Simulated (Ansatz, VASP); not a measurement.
**One calculation of BaTiO3, two programs**

```
Ba Ti O
1.0
     3.99980    0.04000    0.04000
     0.04000    3.99980    0.04000
     0.04018    0.04018    4.01800
Ba Ti O
1 1 3
Direct
  0.00000 0.00000 0.00000
  0.50000 0.50000 0.48200
  0.50000 0.50000 0.01600
  0.50000 0.00000 0.51500
  0.00000 0.50000 0.51500
```

Change from the starting cell: equal xy, yz and zx shear strains of +2 %, PAW files.

Alike in both runs: task electric field gradients; functional PBE; k mesh 7 × 7 × 7; occupations fermi-dirac, width 0.08 eV; no spin polarisation.

|  | VASP | Ansatz |
| --- | --- | --- |
| version | VASP 6.6.1 | Ansatz 0.2.0 |
| potentials or method | VASP PAW PBE potentials, release 64 (Ba_sv, Ti_sv, O) | PAW with Ansatz's default frozen-core files, scalar-relativistic |
| plane-wave cutoff (eV) | 520 | 420 |
| valence electrons in the cell | 40 | 40 |

Ansatz gave:

* pressure (GPa): 2.8
* traceless stress, the component that is largest in VASP (GPa): -2.42
* rms of the force components (eV/Å): 0.111
* size of Vzz on the site where it differs most (V/Å²): 25.5

Problem. Which values does VASP return?

Solution. Pressure (GPa): 4.6; traceless stress, the component that is largest in VASP (GPa): -2.50; rms of the force components (eV/Å): 0.104; size of Vzz on the site where it differs most (V/Å²): 27.5.

Atom by atom the forces differ by 0.019 eV/Å (rms over components). With one functional, cell and mesh, what is left measures potentials, basis and numerics.

Spin-orbit coupling is off throughout.
